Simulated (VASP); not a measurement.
# YP2Pd2 (I4/mmm) in VASP: further runs

Runs on YP2Pd2. Level: LDA. Tasks: single point, relaxation of cell and atoms.

Everything below comes from runs of VASP 6.6.1. Logs are shortened: lines on timing, memory, paths and dates and some standing lists are left out, and cuts for length are marked.

### 1 The cell of the first run

Symmetry: I4/mmm, No. 139, tetragonal system. Conventional cell: a = 4.019 Å, b = 4.019 Å, c = 9.710 Å, α = 90.00°, β = 90.00°, γ = 90.00°. Within 4.1 Å of Y (site symmetry 4/mmm) lie 10 P at 3.04 to 3.77 Å and 8 Pd at 3.15 Å and 4 Y at 4.02 Å. P (site symmetry 4mm) has 1 P at 2.17 Å and 4 Pd at 2.42 Å within 2.9 Å. Pd (site symmetry -4m2) has 4 P at 2.42 Å and 4 Pd at 2.84 Å and 4 Y at 3.15 Å within 3.2 Å.

### 2 Single point, LDA

The input, INCAR:

```
PREC     = Accurate       # precision mode
ENCUT    = 520            # plane-wave cutoff, eV
EDIFF    = 1E-6           # SCF threshold, eV
ISMEAR   = 1              # smearing method
SIGMA    = 0.05           # smearing width, eV
LREAL    = F              # projectors in reciprocal space
LASPH    = T              # aspherical terms in the spheres
NELM     = 100            # most SCF steps
ALGO     = Normal         # electronic algorithm
ISIF     = 2              # what is computed and relaxed
LWAVE    = F              # write WAVECAR
LCHARG   = T              # write CHGCAR
LELF     = T              # ELF
LVHAR    = T            
NBANDS   = 28             # bands
```

The input, KPOINTS:

```
regular mesh
0
Gamma
  9 9 9
```

The input, POSCAR:

```
YP2Pd2
1.0
   -2.0097304702      2.0097304702      4.8548871771
    2.0097304702     -2.0097304702      4.8548871771
    2.0097304702      2.0097304702     -4.8548871771
Y P Pd
1 2 2
Direct
    0.0000000000      0.0000000000      0.0000000000
    0.3881488963      0.3881488963      0.0000000000
    0.6118511037      0.6118511037      0.0000000000
    0.7500000000      0.2500000000      0.5000000000
    0.2500000000      0.7500000000      0.5000000000
```

Potentials or basis: VASP PAW LDA potentials, release 64 (Y_sv, P, Pd).

Launch:

```
$ cat potpaw_LDA.64/Y_sv/POTCAR potpaw_LDA.64/P/POTCAR potpaw_LDA.64/Pd/POTCAR > POTCAR
$ mpirun -np 1 vasp_std > vasp.out
```

OUTCAR:

```text
PREC = Accurate
   ENCUT = 520
   EDIFF = 1E-6
   ISMEAR = 1
   LREAL = F
   LASPH = T
   NELM = 100
   ISIF = 2

 ion  position               nearest neighbor table
   1  0.000  0.000  0.000-   2 3.04   3 3.04   3 3.04   3 3.04   3 3.04   2 3.04   2 3.04   2 3.04
                             5 3.15   4 3.15   5 3.15   4 3.15   4 3.15   4 3.15   5 3.15   5 3.15
   2  0.388  0.388  0.000-   3 2.17   4 2.42   5 2.42   5 2.42   4 2.42   1 3.04   1 3.04   1 3.04
                             1 3.04
   3  0.612  0.612  0.000-   2 2.17   4 2.42   5 2.42   4 2.42   5 2.42   1 3.04   1 3.04   1 3.04
                             1 3.04
   4  0.750  0.250  0.500-   2 2.42   3 2.42   2 2.42   3 2.42   5 2.84   5 2.84   5 2.84   5 2.84
                             1 3.15   1 3.15   1 3.15   1 3.15
   5  0.250  0.750  0.500-   2 2.42   3 2.42   2 2.42   3 2.42   4 2.84   4 2.84   4 2.84   4 2.84
                             1 3.15   1 3.15   1 3.15   1 3.15

  LATTYP: Found a body centered tetragonal cell.
 ALAT       =     4.0194609404
 C/A-ratio  =     2.4156906854

  Lattice vectors:

 A1 = (  -2.0097304702,   2.0097304702,   4.8548871771)
 A2 = (   2.0097304702,  -2.0097304702,   4.8548871771)
 A3 = (   2.0097304702,   2.0097304702,  -4.8548871771)

Analysis of symmetry for initial positions (statically):
=====================================================================
 Subroutine PRICEL returns:
 Original cell was already a primitive cell.

 Routine SETGRP: Setting up the symmetry group for a
 body centered tetragonal supercell.

 Subroutine GETGRP returns: Found 16 space group operations
 (whereof 16 operations were pure point group operations)
 out of a pool of 16 trial point group operations.

The static configuration has the point symmetry D_4h.

Analysis of symmetry for dynamics (positions and initial velocities):
=====================================================================
 Subroutine PRICEL returns:
 Original cell was already a primitive cell.

 Routine SETGRP: Setting up the symmetry group for a
 body centered tetragonal supercell.

 Subroutine GETGRP returns: Found 16 space group operations
 (whereof 16 operations were pure point group operations)
 out of a pool of 16 trial point group operations.

The dynamic configuration has the point symmetry D_4h.

 Subroutine INISYM returns: Found 16 space group operations
 (whereof 16 operations are pure point group operations),
 and found     1 'primitive' translations

----------------------------------------------------------------------------------------

                                     Primitive cell

  volume of cell :      78.4359

  direct lattice vectors                    reciprocal lattice vectors
    -2.009730470  2.009730470  4.854887177     0.000000000  0.248789580  0.102989005
     2.009730470 -2.009730470  4.854887177     0.248789580  0.000000000  0.102989005
     2.009730470  2.009730470 -4.854887177     0.248789580  0.248789580  0.000000000

  length of vectors
     5.625652196  5.625652196  5.625652196     0.269263793  0.269263793  0.351841598

  position of ions in fractional coordinates (direct lattice)
     0.000000000  0.000000000  0.000000000
     0.388148896  0.388148896  0.000000000
     0.611851104  0.611851104  0.000000000
     0.750000000  0.250000000  0.500000000
     0.250000000  0.750000000  0.500000000

  ion indices of the primitive-cell ions
   primitive index   ion index
                 1           1
                 2           2
                 3           3
                 4           4
                 5           5

----------------------------------------------------------------------------------------

 KPOINTS: regular mesh

Automatic generation of k-mesh.
 Grid dimensions read from file:
 generate k-points for:    9    9    9

 Generating k-lattice:

  Cartesian coordinates                     Fractional coordinates (reciprocal lattice)
     0.000000000  0.027643287  0.011443223     0.111111111 -0.000000000  0.000000000
     0.027643287  0.000000000  0.011443223    -0.000000000  0.111111111  0.000000000
     0.027643287  0.027643287  0.000000000     0.000000000  0.000000000  0.111111111

  Length of vectors
     0.029918199  0.029918199  0.039093511

  Shift w.r.t. Gamma in fractional coordinates (k-lattice)
     0.000000000  0.000000000  0.000000000

 Subroutine IBZKPT returns following result:
 ===========================================

 Found     75 irreducible k-points:

 Following reciprocal coordinates:
            Coordinates               Weight
  0.000000  0.000000  0.000000      1.000000
  0.111111  0.000000 -0.000000      8.000000
  0.222222  0.000000  0.000000      8.000000
  0.333333  0.000000  0.000000      8.000000
  0.444444  0.000000  0.000000      8.000000
  0.111111  0.111111 -0.000000      8.000000
[... 16 lines left out ...]
 -0.333333  0.333333  0.000000      4.000000
  0.444444  0.444444  0.000000      8.000000
 [... further k-points ...]
   k-points           NKPTS =     75   k-points in BZ     NKDIM =     75   number of bands    NBANDS=     28
   number of dos      NEDOS =    301   number of ions     NIONS =      5
   total plane-waves  NPLWV =  74088
   dimension x,y,z NGX =    42 NGY =   42 NGZ =   42
   dimension x,y,z NGXF=    84 NGYF=   84 NGZF=   84
   ions per type =               1   2   2
   NGX,Y,Z   is equivalent  to a cutoff of  12.41, 12.41, 12.41 a.u.
   NGXF,Y,Z  is equivalent  to a cutoff of  24.82, 24.82, 24.82 a.u.
 SYSTEM =  unknown system
   PREC   = accura    normal or accurate (medium, high low for compatibility)
   ISTART =      0    job   : 0-new  1-cont  2-samecut
   ICHARG =      2    charge: 1-file 2-atom 10-const
   ISPIN  =      1    spin polarized calculation?
   LNONCOLLINEAR =      F non collinear calculations
   LSORBIT =      F    spin-orbit coupling
   LASPH  =      T    aspherical Exc in radial PAW
   ENCUT  =  520.0 eV  38.22 Ry    6.18 a.u.  10.46 10.46 10.46*2*pi/ulx,y,z
   NELM   =    100;   NELMIN=  2; NELMDL= -5     # of ELM steps
   EDIFF  = 0.1E-05   stopping-criterion for ELM
   LREAL  =      F    real-space projection
   EDIFFG = 0.1E-04   stopping-criterion for IOM
   NSW    =      0    number of steps for IOM
   IBRION =     -1    ionic relax: 0-MD 1-quasi-New 2-CG
   NFREE  =      0    steps in history (QN), initial steepest desc. (CG)
   ISIF   =      2    stress and relaxation
   ISYM   =      2    0-nonsym 1-usesym 2-fastsym
   POTIM  = 0.5000    time-step for ionic-motion
   TEBEG  =    0.0;   TEEND  =   0.0 temperature during run
   PSTRESS=    0.0 pullay stress
   NELECT =      41.0000    total number of electrons
   NUPDOWN=      -1.0000    fix difference up-down
   EMIN   =  10.00;   EMAX   =-10.00  energy-range for DOS
   EFERMI =   0.00;   METHOD = LEGACY
   ISMEAR =     1;   SIGMA  =   0.05  broadening in eV -4-tet -1-fermi 0-gaus
   EFERMI_NEDOS =   21; number of points for ismear=-14 and -15
   IALGO  =     38    algorithm
   IMIX   =      4    mixing-type and parameters
     AMIX     =   0.40;   BMIX     =  1.00
     AMIX_MAG =   1.60;   BMIX_MAG =  1.00
  volume/ion in A,a.u.               =      15.69       105.86
  Fermi-wavevector in a.u.,A,eV,Ry     =   1.318756  2.492088 23.662137  1.739118
  Thomas-Fermi vector in A             =   2.448703
   LORBIT       =      0    0 simple, 1 ext, 2 COOP (PROOUT), +10 PAW based schemes
   GGA     = CA    functional components
   LHFCALC =     F    Hartree Fock is set to
   AEXX    =    0.0000 exact exchange contribution
   IVDW    =     0    specifies the selected vdW correction
   LEPSILON=     F    determine dielectric tensor
   LRPA    =     F    only Hartree local field effects (RPA)
 non-spin polarized calculation
 Methfessel and Paxton  Order N= 1 SIGMA  =   0.05
  energy-cutoff  :      520.00
  volume of cell :       78.44
 maximum number of plane-waves:      2138
 NGX is ok and might be reduce to    42
   NGX = 21   NGY = 21   NGZ = 21

 number of electron      41.0000004 magnetization

 Free energy of the ion-electron system (eV)
  ---------------------------------------------------
  ext. energy  EPLUGINS =         0.00000000
  ---------------------------------------------------
  free energy    TOTEN  =       -37.25897958 eV

  energy without entropy =      -37.25937860  energy(sigma->0) =      -37.25911259

 E-fermi :   9.6024     XC(G=0): -12.2467

 val. band max:        9.5779292606   @ k =  -0.3333  -0.3333   0.3333
 cond. band min:       9.6406493798   @ k =  -0.4444  -0.4444   0.2222
 fundamental gap:      0.0627201192
 Fermi energy:         9.6024339739

 k-point     1 :       0.0000    0.0000    0.0000
  band No.  band energies     occupation
      1     -33.1233      2.00000
      2     -13.2891      2.00000
      3     -13.2670      2.00000
      4     -13.2670      2.00000
      5      -4.5254      2.00000
      6      -1.0214      2.00000
[... 20 lines left out ...]
     27      14.4588      0.00000
     28      14.4780      0.00000

 k-point     2 :       0.1111    0.0000   -0.0000
  band No.  band energies     occupation
      1     -33.1225      2.00000
      2     -13.2885      2.00000
      3     -13.2859      2.00000
      4     -13.2648      2.00000
      5      -4.4315      2.00000
      6      -1.0511      2.00000
[... 20 lines left out ...]
     27      14.2571      0.00000
     28      14.5154      0.00000

 k-point     3 :       0.2222    0.0000    0.0000
  band No.  band energies     occupation
      1     -33.1206      2.00000
      2     -13.3338      2.00000
      3     -13.2858      2.00000
      4     -13.2592      2.00000
      5      -4.1829      2.00000
      6      -1.1277      2.00000
[... 616 lines left out ...]
      3     -13.3478      2.00000
      4     -13.2710      2.00000
      5      -3.7792      2.00000
      6      -0.8791      2.00000
[... 20 lines left out ...]
     27      13.2684      0.00000
     28      14.3230      0.00000

 k-point    24 :       0.4444    0.4444    0.0000
  band No.  band energies     occupation
      1     -33.1115      2.00000
      2     -13.3793      2.00000
      3     -13.3732      2.00000
      4     -13.2669      2.00000
      5      -3.7108      2.00000
      6      -0.8764      2.00000
[... 20 lines left out ...]
     27      13.4885      0.00000
     28      14.2452      0.00000

 [... further k-points ...]

------------------------ aborting loop because EDIFF is reached ----------------------------------------

  FORCE on cell =-STRESS in cart. coord.  units (eV):
  Direction    XX          YY          ZZ          XY          YZ          ZX
  --------------------------------------------------------------------------------------
  -------------------------------------------------------------------------------------
  Total        0.1621490      0.1621490      0.1154680      0.0000000      0.0000000      0.0000000
  in kB        3.3121500      3.3121500      2.3586179      0.0000000      0.0000000      0.0000000
  external PRESSURE =       2.9943059 kB  Pullay stress =       0.0000000 kB

 VOLUME and BASIS-vectors are now :
 -----------------------------------------------------------------------------
  energy-cutoff  :      520.00
  volume of cell :       78.44
      direct lattice vectors                 reciprocal lattice vectors
    -2.009730470  2.009730470  4.854887177     0.000000000  0.248789580  0.102989005
     2.009730470 -2.009730470  4.854887177     0.248789580  0.000000000  0.102989005
     2.009730470  2.009730470 -4.854887177     0.248789580  0.248789580  0.000000000

 POSITION                                       TOTAL-FORCE (eV/Angst)
 -----------------------------------------------------------------------------------
      0.00000      0.00000      0.00000        -0.000000     -0.000000     -0.000000
      0.00000      0.00000      3.76884         0.000000      0.000000      0.063325
      0.00000      0.00000      5.94094         0.000000      0.000000     -0.063325
      0.00000      2.00973      2.42744        -0.000000     -0.000000     -0.000000
      2.00973      0.00000      2.42744        -0.000000     -0.000000     -0.000000
 -----------------------------------------------------------------------------------
    total drift:                               -0.000000     -0.000000      0.000000

  FREE ENERGIE OF THE ION-ELECTRON SYSTEM (eV)
  ---------------------------------------------------
  free  energy   TOTEN  =       -37.2589795819 eV

  energy  without entropy=      -37.2593786040  energy(sigma->0) =      -37.25911259
```

It took 2.1 min on 1 thread of Intel Xeon 6975P-C (Granite Rapids), shared host; peak memory 0.35 GiB.

What came out:

| Quantity | Value |
| --- | --- |
| Free energy | -37.2590 eV |
| Pressure | 0.3 GPa |
| Largest force | 0.063 eV/Å |
| Band gap on the k mesh | zero (an odd number of electrons rules out a gap without spin polarisation) |

Forces in eV/Å, atoms in the order of the input:
```
Y    0.000  0.000  0.000
P    0.000  0.000  0.063
P    0.000  0.000 -0.063
Pd   0.000  0.000  0.000
Pd   0.000  0.000  0.000
```

Stress tensor (GPa, compression positive):
```
0.33 0.00 0.00
0.00 0.33 0.00
0.00 0.00 0.24
```

Levels at points of the mesh, in eV from the Fermi level:
| k point | band 19 | band 20 | band 21 | band 22 | band 23 | band 24 |
| --- | --- | --- | --- | --- | --- | --- |
| (0.00, 0.00, 0.00) | -1.36 | -1.30 | -0.48 | -0.48 | 1.71 | 1.92 |

### 3 Relaxation of cell and atoms, LDA

This run uses another cell than the first one, of 16.45 Å³/atom.

The input, INCAR:

```
ALGO = Normal ; EDIFF = 1E-7
EDIFFG = -0.05 ; ENCUT = 600
IBRION = 2 ; ISIF = 3
ISMEAR = 1 ; LASPH = True
LCHARG = False ; LREAL = False
LWAVE = False ; NELM = 80
NSW = 80 ; PREC = Accurate
SIGMA = 0.05
```

The input, KPOINTS:

```
k-points
0
Gamma
  9 9 9
```

The input, POSCAR:

```
YP2Pd2
1.0
   -2.0427400000      2.0427400000      4.9285300000
    2.0427400000     -2.0427400000      4.9285300000
    2.0427400000      2.0427400000     -4.9285300000
Y P Pd
1 2 2
Direct
    0.0000000000      0.0000000000      0.0000000000
    0.3894400000      0.3894400000      0.0000000000
    0.6105600000      0.6105600000      0.0000000000
    0.7500000000      0.2500000000      0.5000000000
    0.2500000000      0.7500000000      0.5000000000
```

Potentials or basis: VASP PAW LDA potentials, release 64 (Y_sv, P, Pd).

Launch:

```
$ cat potpaw_LDA.64/Y_sv/POTCAR potpaw_LDA.64/P/POTCAR potpaw_LDA.64/Pd/POTCAR > POTCAR
$ mpirun -np 1 vasp_std > vasp.out
```

It took 8.2 min on 1 thread of Intel Xeon 6975P-C (Granite Rapids), shared host; peak memory 0.45 GiB.

It converged, with:

```
Free energy                           : -37.2611 eV
Relaxed volume                        : 15.71 Å³/atom
Relaxed cell                          : a = 5.630 Å, b = 5.630 Å, c = 5.630 Å, α = 138.17°, β = 138.17°, γ = 60.65°
Space group after relaxing (to 0.1 Å) : I4/mmm (No. 139)
Energy gained by relaxing             : 17.6 meV/atom
Ionic steps                           : 5
Pressure after relaxing               : 0.0 GPa
Largest force after relaxing          : 0.026 eV/Å
Band gap on the k mesh                : zero (an odd number of electrons rules out a gap without spin polarisation)
```

Forces on the atoms (eV/Å):
```
Y    0.000  0.000  0.000
P    0.000  0.000  0.026
P    0.000  0.000 -0.026
Pd   0.000  0.000  0.000
Pd   0.000  0.000  0.000
```

Stress tensor (GPa, compression positive):
```
 0.07  0.00  0.00
 0.00  0.07  0.00
 0.00  0.00 -0.04
```

Step by step:
```csv
step,energy change (eV),largest force (eV/Å),pressure (GPa),volume (Å³)
1,0.0000,0.4165,-6.92,82.26
2,0.0651,0.5726,11.23,74.09
3,-0.0880,0.0608,-0.07,78.58
4,-0.0881,0.0523,0.09,78.51
5,-0.0881,0.0257,0.03,78.55
```

Final structure:
```cif
data_structure
_symmetry_space_group_name_H-M 'P 1'
_symmetry_Int_Tables_number 1
_cell_length_a 5.6305
_cell_length_b 5.6305
_cell_length_c 5.6305
_cell_angle_alpha 138.167
_cell_angle_beta 138.167
_cell_angle_gamma 60.647
_cell_volume 78.55
loop_
_atom_site_label
_atom_site_type_symbol
_atom_site_fract_x
_atom_site_fract_y
_atom_site_fract_z
_atom_site_occupancy
Y1 Y 0.00000 0.00000 0.00000 1
P1 P 0.38831 0.38831 0.00000 1
P2 P 0.61169 0.61169 0.00000 1
Pd1 Pd 0.75000 0.25000 0.50000 1
Pd2 Pd 0.25000 0.75000 0.50000 1
```

Levels at points of the mesh, in eV from the Fermi level:
| k point | band 19 | band 20 | band 21 | band 22 | band 23 | band 24 |
| --- | --- | --- | --- | --- | --- | --- |
| (0.00, 0.00, 0.00) | -1.35 | -1.30 | -0.48 | -0.48 | 1.70 | 1.92 |

Caveat: the relaxation stopped at a loose force limit of 0.05 eV/Å, so its end isn't a converged minimum.

The gap in the log of VASP goes by the Fermi energy; the results here count the filled bands.